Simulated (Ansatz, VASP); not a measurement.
**Two plane-wave programs on TaN**

The input INCAR:

```
SYSTEM = TaN
  PREC = Accurate
  ENCUT = 520
  EDIFF = 1E-7
  ISMEAR = 0
  SIGMA = 0.15
  LREAL = .False.
  LASPH = .True.
  NELM = 80
  ALGO = Normal
  ISIF = 2
  LWAVE = .False.
  LCHARG = .True.
  GGA = PE
  LELF = .True.
  LVHAR = .True.
  NBANDS = 15
```

KPOINTS

```
Automatic mesh
0
Gamma
  24 24 24
  0 0 0
```

Contents of POSCAR:

```
TaN
1.0
    0.0000000000      2.2086347786      2.2086347786
    2.2086347786      0.0000000000      2.2086347786
    2.2086347786      2.2086347786      0.0000000000
Ta N
1 1
Direct
    0.5509364432      0.5509364432      0.4490635568
    0.0000000000      0.0000000000      0.0000000000
```

Input for Ansatz:

```yaml
crystal:
  lattice:
    - [0.0, 2.2086347786, 2.2086347786]
    - [2.2086347786, 0.0, 2.2086347786]
    - [2.2086347786, 2.2086347786, 0.0]
  atoms:
    - { symbol: Ta, position: [0.5509364432, 0.5509364432, 0.4490635568] }
    - { symbol: "N", position: [0.0, 0.0, 0.0] }
basis:
  ecutwfc: 420
kpoints:
  mp_grid: { grid: [24, 24, 24] }
hamiltonian:
  xc: pbe
scf:
  occupations: { method: gaussian, width: 0.15 }
output:
  forces: true
  stress: true
  eigenvalues: true
```

Change from the starting cell: all Ta atoms moved +0.225 Å, as atom 1 along Cartesian [0 0 1].

Alike in both runs: task single point; functional PBE; k mesh 24 × 24 × 24; occupations gaussian, width 0.15 eV; no spin polarisation.

|  | VASP | Ansatz |
| --- | --- | --- |
| version | VASP 6.6.1 | Ansatz 0.2.0 |
| potentials or method | VASP PAW PBE potentials, release 64 (Ta_pv, N), cutoff 520 eV | scalar-relativistic, plane waves, PAW |
| valence electrons in the cell | 16 | 18 |

```tsv
	VASP	Ansatz	Ansatz less VASP
gap on the k mesh at the Fermi level (eV)	none	none	-
pressure (GPa)	9.2	8.3	-0.90
traceless stress, the component that is largest in VASP (GPa)	15.64	15.34	-0.294
rms of the force components (eV/Å)	1.297	1.278	-0.0186
```

Atom by atom the forces differ by 0.019 eV/Å (rms over components). A gap of «none» marks a metal or a gap that the smearing closes. VASP's potentials hold 16 valence electrons a cell and Ansatz's 18, so a difference there can come from the potentials and not from the codes.

Spin-orbit coupling is off throughout.
